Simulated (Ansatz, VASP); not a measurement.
## Two plane-wave programs on InAs

```
CELL_PARAMETERS angstrom
0.00000 2.87432 2.87432
2.87432 0.00000 2.87432
2.87432 2.87432 0.00000
ATOMIC_POSITIONS crystal
In 0.00000 0.00000 0.00000
As 0.50000 0.50000 0.50000
```

Alike in both runs: functional PBE; k mesh 10 × 10 × 10; occupations fermi-dirac, width 0.05 eV; no spin polarisation.

Ansatz relaxed the structure, and its values are those at the end. VASP's run is a single point on that final structure, the one shown.

|  | VASP | Ansatz |
| --- | --- | --- |
| version | VASP 6.6.1 | Ansatz 0.2.0 |
| potentials or method | VASP PAW PBE potentials, release 64 (In_d, As) | PAW with Ansatz's default frozen-core files, scalar-relativistic |
| plane-wave cutoff (eV) | 520 | 420 |
| valence electrons in the cell | 18 | 28 |

|  | VASP | Ansatz | Ansatz less VASP |
| --- | --- | --- | --- |
| pressure (GPa) | 0.0 | 0.0 | -0.04 |

The functional is the same, so the differences come from potentials, cutoffs and numerics. VASP's potentials hold 18 valence electrons a cell and Ansatz's 28, so a difference there can come from the potentials and not from the codes.
